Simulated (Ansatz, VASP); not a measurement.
This is a calculation of Zn for Ansatz 0.2.0.

input.yaml

```yaml
crystal:
  lattice:
    - [-1.569037, 1.569037, 1.569037]
    - [1.569037, -1.569037, 1.569037]
    - [1.569037, 1.569037, -1.569037]
  atoms:
    - { symbol: Zn, position: [0.0, 0.0, 0.0] }
hamiltonian:
  xc: pbe
  pseudopotentials: { kind: paw }
kpoints:
  mp_grid: { grid: [12, 12, 12] }
scf:
  occupations: { method: gaussian, width: 0.026 }
output:
  forces: true
  stress: true
  eigenvalues: true
```

Potentials or basis: Ansatz PAW.

Run with:

```bash
$ ansatz run input.yaml --threads 2 --pin off --max-ram 5632MiB --backend cpu --events-out ev --progress --plain --runs-dir out
```

**Question.** Set up the same calculation for VASP 6.6.1. Potentials there: VASP PAW PBE potentials, release 64 (Zn).

**Answer.** As run (the cutoff follows the program's own potentials):

INCAR

```
SYSTEM = Zn
  PREC = Accurate
  ENCUT = 500
  EDIFF = 1E-6
  ISMEAR = 0
  SIGMA = 0.026000000000000002
  LREAL = .False.
  LASPH = .True.
  NELM = 120
  ALGO = Normal
  ISIF = 2
  LWAVE = .False.
  LCHARG = .False.
  GGA = PE
  NBANDS = 12
  GGA_COMPAT = .False.
```

File KPOINTS:

```
Automatic mesh
0
Gamma
  12 12 12
  0 0 0
```

File POSCAR:

```
Zn
1.0
   -1.5690370000      1.5690370000      1.5690370000
    1.5690370000     -1.5690370000      1.5690370000
    1.5690370000      1.5690370000     -1.5690370000
Zn
1
Direct
    0.0000000000      0.0000000000      0.0000000000
```

Potentials or basis: VASP PAW PBE potentials, release 64 (Zn).

Launch:

```sh
$ cat potpaw_PBE.64/Zn/POTCAR > POTCAR
$ mpirun -np 1 vasp_std > vasp.out
```

Both were run:

|  | VASP | Ansatz | Ansatz less VASP |
| --- | --- | --- | --- |
| gap on the k mesh at the Fermi level (eV) | none | none | - |
| pressure (GPa) | 0.1 | -0.2 | -0.33 |

A gap of «none» marks a metal or a gap that the smearing closes.
